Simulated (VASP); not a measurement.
# ZnS (F-43m) in VASP: notebook, part 3 of 3

VASP 6.6.1. The steps go on from the part before.

## 4. Single point, r2SCAN

This run uses another cell than the first one, of 20.91 Å³/atom, 1.039 times its volume.

The input, POSCAR:

```
ZnS
1.0
    0.0000000000      2.7549938462      2.7549938462
    2.7549938462      0.0000000000      2.7549938462
    2.7549938462      2.7549938462      0.0000000000
Zn S
1 1
Direct
    0.7500000000      0.7500000000      0.7500000000
    0.0000000000      0.0000000000      0.0000000000
```

The input, INCAR.step1:

```
PREC = Accurate ; ENCUT = 520
ISMEAR = -1 ; SIGMA = 0.05
LREAL = False ; LASPH = True
NELM = 100 ; NBANDS = 16
GGA = PE ; ALGO = Normal
EDIFF = 1E-4 ; LWAVE = True
LCHARG = False
```

The input, INCAR.step2:

```
PREC = Accurate ; ENCUT = 520
EDIFF = 1E-7 ; ISMEAR = -1
SIGMA = 0.05 ; LREAL = False
LASPH = True ; NELM = 100
ALGO = Normal ; ISIF = 2
LWAVE = False ; LCHARG = True
METAGGA = R2SCAN ; LMIXTAU = True
LELF = True ; LVHAR = True
NBANDS = 16 ; ISTART = 1
```

The input, KPOINTS:

```
regular mesh
0
Gamma
  9 9 9
```

Started as:

```console
> cat potpaw_PBE.64/Zn/POTCAR potpaw_PBE.64/S/POTCAR > POTCAR
> cp INCAR.step1 INCAR
> mpirun -np 1 vasp_std > vasp.out
> cp INCAR.step2 INCAR
> mpirun -np 1 vasp_std > vasp.out
```

Run time: 2.1 min. Hardware: 1 thread of AMD EPYC 7R43 (Zen 3), shared host; peak memory 0.15 GiB.

Results (log left out):

```yaml
Free_energy: -18.8263 eV
Pressure: -4.5 GPa
Band_gap_on_the_k_mesh: 2.41 eV, direct
```

Levels at points of the mesh, in eV from the valence-band top:
```tsv
k point	band 6	band 7	band 8	band 9	band 10	band 11	band 12	band 13
(0.00, 0.00, 0.00)	-5.81	0.00	0.00	0.00	2.41	6.94	6.94	6.94
```

Caveat: the PAW data sets were made with another functional, which shifts forces and pressure a little. r2SCAN opens gaps a little over a GGA but as a rule still falls short of measured ones.

## 5. Relaxation of cell and atoms, PBE

This run uses another cell than the first one, of 19.73 Å³/atom, 0.980 times its volume.

The input, INCAR:

```
SYSTEM = ZnS
ALGO     = Normal         ! electronic algorithm
EDIFF    = 1E-7           ! SCF threshold, eV
EDIFFG   = -0.01          ! ionic threshold
ENCUT    = 600            ! plane-wave cutoff, eV
GGA      = PE             ! functional
IBRION   = 2              ! ionic algorithm
ISIF     = 3              ! what is computed and relaxed
ISMEAR   = -1             ! smearing method
LASPH    = .TRUE.         ! aspherical terms in the spheres
LCHARG   = .FALSE.        ! write CHGCAR
LREAL    = .FALSE.        ! projectors in reciprocal space
LWAVE    = .FALSE.        ! write WAVECAR
NELM     = 80             ! most SCF steps
NSW      = 60             ! ionic steps
PREC     = Accurate       ! precision mode
SIGMA    = 0.05           ! smearing width, eV
```

The input, KPOINTS:

```
k-points
0
G
  9 9 9
  0 0 0
```

The input, POSCAR:

```
ZnS
1.0
    0.0000000000      2.7020000000      2.7020000000
    2.7020000000      0.0000000000      2.7020000000
    2.7020000000      2.7020000000      0.0000000000
Zn S
1 1
Direct
    0.7500000000      0.7500000000      0.7500000000
    0.0000000000      0.0000000000      0.0000000000
```

Potentials or basis: VASP PAW PBE potentials, release 64 (Zn, S).

Started as:

```console
> cat potpaw_PBE.64/Zn/POTCAR potpaw_PBE.64/S/POTCAR > POTCAR
> mpirun -np 1 vasp_std > vasp.out
```

OUTCAR:

```text
SYSTEM = ZnS
   EDIFF = 1E-7
   EDIFFG = -0.01
   ENCUT = 600
   GGA = PE
   IBRION = 2
   ISIF = 3
   ISMEAR = -1
   LASPH = .TRUE.
   LREAL = .FALSE.
   NELM = 80
   NSW = 60
   PREC = Accurate

 ion  position               nearest neighbor table
   1  0.750  0.750  0.750-   2 2.34   2 2.34   2 2.34   2 2.34
   2  0.000  0.000  0.000-   1 2.34   1 2.34   1 2.34   1 2.34

  LATTYP: Found a face centered cubic cell.
 ALAT       =     5.4040000000

  Lattice vectors:

 A1 = (   0.0000000000,   2.7020000000,   2.7020000000)
 A2 = (   2.7020000000,   0.0000000000,   2.7020000000)
 A3 = (   2.7020000000,   2.7020000000,   0.0000000000)

Analysis of symmetry for initial positions (statically):
=====================================================================
 Subroutine PRICEL returns:
 Original cell was already a primitive cell.

 Routine SETGRP: Setting up the symmetry group for a
 face centered cubic supercell.

 Subroutine GETGRP returns: Found 24 space group operations
 (whereof 24 operations were pure point group operations)
 out of a pool of 48 trial point group operations.

The static configuration has the point symmetry T_d .

Analysis of symmetry for dynamics (positions and initial velocities):
=====================================================================
[... 229 lines left out ...]

 number of electron      18.0000010 magnetization

 Free energy of the ion-electron system (eV)
  ---------------------------------------------------
  ext. energy  EPLUGINS =         0.00000000
  ---------------------------------------------------
  free energy    TOTEN  =        -6.85239135 eV

  energy without entropy =       -6.85239135  energy(sigma->0) =       -6.85239135

 E-fermi :   2.8896     XC(G=0):  -9.5180

 val. band max:        1.8866400261   @ k =   0.0000   0.0000   0.0000
 cond. band min:       3.8974464510   @ k =   0.0000   0.0000   0.0000
 fundamental gap:      2.0108064249
 Fermi energy:         2.8895987425

 k-point     1 :       0.0000    0.0000    0.0000
  band No.  band energies     occupation
      1     -11.0897      2.00000
      2      -4.3604      2.00000
      3      -4.3604      2.00000
      4      -4.3604      2.00000
      5      -3.8901      2.00000
      6      -3.8901      2.00000
      7       1.8866      2.00000
      8       1.8866      2.00000
      9       1.8866      2.00000
     10       3.8974      0.00000
     11       8.2985      0.00000
     12       8.2985      0.00000
     13       8.2985      0.00000
[... 354 lines left out ...]
  band No.  band energies     occupation
      1      -9.9518      2.00000
      2      -4.3696      2.00000
      3      -4.0492      2.00000
      4      -4.0492      2.00000
      5      -3.8216      2.00000
      6      -3.7373      2.00000
      7      -2.4245      2.00000
      8      -0.1929      2.00000
      9      -0.1929      2.00000
     10       5.4072      0.00000
     11       6.0134      0.00000
     12      12.4514      0.00000
     13      13.2928      0.00000

 [... further k-points ...]

------------------------ aborting loop because EDIFF is reached ----------------------------------------

  FORCE on cell =-STRESS in cart. coord.  units (eV):
  Direction    XX          YY          ZZ          XY          YZ          ZX
  --------------------------------------------------------------------------------------
  -------------------------------------------------------------------------------------
  Total        0.0005795      0.0005795      0.0005795      0.0000000      0.0000000      0.0000000
  in kB        0.0229778      0.0229778      0.0229778      0.0000000      0.0000000      0.0000000
  external PRESSURE =       0.0229778 kB  Pullay stress =       0.0000000 kB
[... 17 lines left out ...]
  FREE ENERGIE OF THE ION-ELECTRON SYSTEM (eV)
  ---------------------------------------------------
  free  energy   TOTEN  =        -6.8523913503 eV

  energy  without entropy=       -6.8523913502  energy(sigma->0) =       -6.85239135

 reached required accuracy - stopping structural energy minimisation
```

Wall time 55 s (1 thread of AMD EPYC 7R43 (Zen 3), shared host); peak memory 0.16 GiB.

What came out:

```
Free energy                            : -6.8524 eV
Relaxed volume                         : 20.20 Å³/atom
Relaxed cell                           : a = 3.852 Å, b = 3.852 Å, c = 3.852 Å, α = 60.00°, β = 60.00°, γ = 60.00°
Space group after relaxing (to 0.05 Å) : F-43m (No. 216)
Energy gained by relaxing              : 2.6 meV/atom
Ionic steps                            : 3
Pressure after relaxing                : 0.0 GPa
Band gap on the k mesh                 : 2.01 eV, direct
```

The path:
```csv
step,energy change (eV),largest force (eV/Å),pressure (GPa),volume (Å³)
1,0.0000,0.0000,1.76,39.45
2,-0.0046,0.0000,-0.50,40.71
3,-0.0051,0.0000,0.00,40.41
```

Final structure:
```xyz
2
Lattice="0.0000 2.7236 2.7236 2.7236 0.0000 2.7236 2.7236 2.7236 0.0000" Properties=species:S:1:pos:R:3 pbc="T T T"
Zn    4.0854    4.0854    4.0854
S     0.0000    0.0000    0.0000
```

## 6. Overview

```tsv
task	level	cell	cutoff (eV)	gap on the mesh (eV)	pressure (GPa)
single point	r2SCAN	a = 3.847 Å, angles 60.0°, 2 atoms	520	2.58	-2.1
single point	r2SCAN	a = 3.871 Å, angles 60.0°, 2 atoms	520	2.49	-3.3
single point	r2SCAN	a = 3.896 Å, angles 60.0°, 2 atoms	520	2.41	-4.5
relaxation of cell and atoms	PBE	relaxed from a = 3.821 Å, angles 60.0°, 2 atoms	600	2.01	0.0
```

Alike in all rows: potentials or basis VASP PAW PBE potentials, release 64 (Zn, S); no spin polarisation; k mesh 9 × 9 × 9; smearing fermi-dirac 0.05 eV.

Caveats: the PAW data sets were made with another functional, which shifts forces and pressure a little (some runs).

Absolute energies hang on the potentials; compare differences alone.

## 7. Comparison with measurements

Step 2. A measured gap of ZnS is 3.85 eV (direct; 19 K; quoted in “Electronic, vibrational, and thermodynamic properties of ZnS (zincblende and rocksalt structure)”, 2009, arxiv:0911.5022); the calculated 2.58 eV misses it by -1.27 eV. The value is that of r2SCAN, without temperature or zero-point motion.
